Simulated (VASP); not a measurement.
Input of a VASP 6.6.1 run:

Contents of INCAR:

```
SYSTEM = Ti
  PREC = Accurate
  ENCUT = 520
  EDIFF = 1E-7
  ISMEAR = 0
  SIGMA = 0.15
  LREAL = .FALSE.
  LASPH = .TRUE.
  NELM = 60
  ALGO = Fast
  ISIF = 2
  LWAVE = .FALSE.
  LCHARG = .FALSE.
  GGA = CA
  NBANDS = 32
```

Contents of KPOINTS:

```
Automatic mesh
0
G
  17 17 5
  0 0 0
```

The input POSCAR:

```
Ti
1.0
   -1.5825035764      1.5825035764     -1.5825035764
   -1.5825035764     -1.5825035764      1.5825035764
    0.0000000000      6.3300143055      6.3300143055
Ti
4
Direct
    0.0000000000      0.0000000000      0.0000000000
    0.5000000000      0.5000000000      0.2500000000
    0.0000000000      0.0000000000      0.5000000000
    0.5000000000      0.5000000000      0.7500000000
```

Potentials or basis: VASP PAW LDA potentials, release 64 (Ti_sv).

The run is started by

```sh
$ cat potpaw_LDA.64/Ti_sv/POTCAR > POTCAR
$ mpirun -np 1 vasp_std > vasp.out
```

**Question.** Predict the pressure.

**Answer.** -0.2 GPa.

**Question.** Predict the band gap on the k mesh.

**Answer.** Zero (bands 24 and 25 overlap by 1.31 eV).
